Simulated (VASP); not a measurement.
Crystal: Na3Cl2.

```
Na Cl
1.0
     7.91280    0.00000    0.00000
     0.00000    7.91280    0.00000
     0.00000    0.00000    4.17796
Na Cl
6 4
Direct
  0.00000 0.00000 0.00000
  0.50000 0.50000 0.00000
  0.17680 0.67680 0.50000
  0.32320 0.17680 0.50000
  0.82320 0.32320 0.50000
  0.67680 0.82320 0.50000
  0.38270 0.88270 0.00000
  0.11730 0.38270 0.00000
  0.61730 0.11730 0.00000
  0.88270 0.61730 0.00000
```

* Program: VASP 6.6.1
* Task: relaxation of cell and atoms
* Functional: PBE
* Potentials or basis: VASP PAW PBE potentials, release 64 (Na_pv, Cl)
* Cutoff: 600 eV
* k mesh: 2 × 2 × 4
* Occupations: gaussian, width 0.1 eV
* Spin: no spin polarisation

At the start: pressure 1.2 GPa; volume 26.16 Å³/atom.

Where does the relaxation end?

Over 13 steps the energy falls by 197.1 meV/atom and the volume is 26.07 Å³/atom (-0.3 %); space group P4/mbm (No. 127, to 0.1 Å) before and after.

The path:
| step | energy change (eV) | largest force (eV/Å) | pressure (GPa) | volume (Å³) |
| --- | --- | --- | --- | --- |
| 1 | 0.0000 | 2.8350 | 1.17 | 261.59 |
| 2 | -1.1850 | 1.2170 | -0.38 | 268.80 |
| 3 | -1.5391 | 0.6769 | -0.84 | 273.63 |
| 4 | -1.7547 | 0.1593 | -1.03 | 283.17 |
| 5 | -1.8271 | 0.1733 | -0.55 | 273.15 |
| 6 | -1.8621 | 0.2404 | 0.37 | 258.56 |
| 7 | -1.8630 | 0.2317 | 0.28 | 260.33 |
| 8 | -1.8915 | 0.2021 | 0.21 | 259.94 |
| 9 | -1.9368 | 0.1147 | 0.14 | 258.57 |
| 10 | -1.9392 | 0.0896 | 0.14 | 258.13 |
| 11 | -1.9525 | 0.0684 | -0.05 | 260.56 |
| 12 | -1.9612 | 0.0346 | -0.30 | 264.19 |
| 13 | -1.9710 | 0.0327 | -0.12 | 260.69 |

Final structure:
```
CELL_PARAMETERS angstrom
8.04204 0.00000 0.00000
0.00000 8.04204 0.00000
0.00000 0.00000 4.03080
ATOMIC_POSITIONS crystal
Na 0.00000 0.00000 0.00000
Na 0.50000 0.50000 0.00000
Na 0.15716 0.65716 0.50000
Na 0.34284 0.15716 0.50000
Na 0.84284 0.34284 0.50000
Na 0.65716 0.84284 0.50000
Cl 0.33900 0.83900 0.00000
Cl 0.16100 0.33900 0.00000
Cl 0.66100 0.16100 0.00000
Cl 0.83900 0.66100 0.00000
```

Caveat: the k points lie up to 0.39 Å⁻¹ apart in the final cell, too coarse for converged energies and pressures of a metal.
